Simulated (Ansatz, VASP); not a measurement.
# Mg3Sc in VASP and in Ansatz

```
Mg Sc
1.0
     4.51314    0.00000    0.00000
     0.00000    4.51314    0.00000
     0.00000    0.00000    4.51314
Mg Sc
3 1
Direct
  0.50000 0.50000 0.00000
  0.00000 0.50000 0.50000
  0.50000 0.00000 0.50000
  0.00000 0.00000 0.00000
```

Alike in both runs: task single point; functional LDA; k mesh 5 × 5 × 5; occupations gaussian, width 0.3 eV; no spin polarisation.

|  | VASP | Ansatz |
| --- | --- | --- |
| version | VASP 6.6.1 | Ansatz 0.2.0 |
| potentials or method | VASP PAW LDA potentials, release 64 (Mg, Sc_sv), cutoff 520 eV | plane waves, PAW |
| valence electrons in the cell | 17 | 41 |

```csv
,VASP,Ansatz,Ansatz less VASP
pressure (GPa),-3.0,-2.7,+0.23
```

LDA's correlation is that of Perdew and Zunger in VASP and of Perdew and Wang (1992) in Ansatz. VASP's potentials hold 17 valence electrons a cell and Ansatz's 41, so a difference there can come from the potentials and not from the codes.
